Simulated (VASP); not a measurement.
Here is a VASP 6.6.1 calculation.

Contents of INCAR:

```
SYSTEM = Fe
ALGO = Normal ; EDIFF = 1E-6
ENCUT = 520 ; GGA = RP
ISIF = 2 ; ISMEAR = -1
LASPH = .True. ; LCHARG = .True.
LELF = .True. ; LREAL = .False.
LVHAR = .True. ; LWAVE = .False.
NBANDS = 15 ; NELM = 60
PREC = Accurate ; SIGMA = 0.1
```

KPOINTS

```
k-points
0
Gamma
  16 16 9
  0 0 0
```

Contents of POSCAR:

```
Fe
1.0
    2.4109539390      0.0000000000      0.0000000000
   -1.2054769695      2.0879473585      0.0000000000
    0.0000000000      0.0000000000      3.8130209863
Fe
2
Direct
    0.3333333333      0.6666666667      0.2500000000
    0.6666666667      0.3333333333      0.7500000000
```

Potentials or basis: VASP PAW PBE potentials, release 64 (Fe).

The run is started by

```console
$ cat potpaw_PBE.64/Fe/POTCAR > POTCAR
$ mpirun -np 1 vasp_std > vasp.out
```

Problem. What does it give for the pressure?

Solution. 26.2 GPa.

Problem. Estimate the band gap on the k mesh.

Solution. Zero (band 8 reaches 8.73 eV, above the bottom of band 9 at 6.68 eV).

Stress tensor (GPa, compression positive):
```
25.93  0.00  0.00
 0.00 25.93  0.00
 0.00  0.00 26.70
```

Caveat: the PAW data sets were made with another functional, which shifts forces and pressure a little; the run has no spin polarisation, though such a crystal can be magnetic. Spin polarisation is off, so any magnetic state and its effect on volume and gap are missing.
